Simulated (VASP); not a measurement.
Set up this calculation in VASP 6.6.1, as the native input.

| Property | Result |
| --- | --- |
| Task | single point |
| Functional | RPBE |
| Potentials or basis | VASP PAW PBE potentials, release 64 (Ru_pv) |
| Cutoff | 520 eV |
| k mesh | 16 × 16 × 16 |
| Occupations | fermi-dirac, width 0.1 eV |
| Spin | no spin polarisation |
| Dipole correction | no |
| Further INCAR settings | ALGO = Normal; EDIFF = 1e-06; NBANDS = 13 |

The structure of Ru lies in POSCAR:

```
Ru
1.0
    0.0000000000      1.9651903013      1.9651903013
    1.9651903013      0.0000000000      1.9651903013
    1.9651903013      1.9651903013      0.0000000000
Ru
1
Direct
    0.0000000000      0.0000000000      0.0000000000
```

This cell differs from its parent crystal: volume scaled by 1.08.

These files were run (other wordings do the same):

INCAR

```
PREC = Accurate ; ENCUT = 520
EDIFF = 1E-6 ; ISMEAR = -1
SIGMA = 0.1 ; LREAL = False
LASPH = True ; NELM = 60
ALGO = Normal ; ISIF = 2
LWAVE = False ; LCHARG = False
GGA = RP ; NBANDS = 13
```

KPOINTS

```
Automatic mesh
0
Gamma
  16 16 16
```

Potentials or basis: VASP PAW PBE potentials, release 64 (Ru_pv).

Run with:

```sh
$ cat potpaw_PBE.64/Ru_pv/POTCAR > POTCAR
$ mpirun -np 1 vasp_std > vasp.out
```

Results of the run:

```
Pressure               : -18.4 GPa
Band gap on the k mesh : zero (band 7 reaches 12.78 eV, above the bottom of band 8 at 9.79 eV)
```

Caveat: the PAW data sets were made with another functional, which shifts forces and pressure a little.

It took 12 s on 1 thread of Intel(R) Xeon(R) Platinum 8488C (Sapphire Rapids) (shared host), peak memory 0.15 GiB.
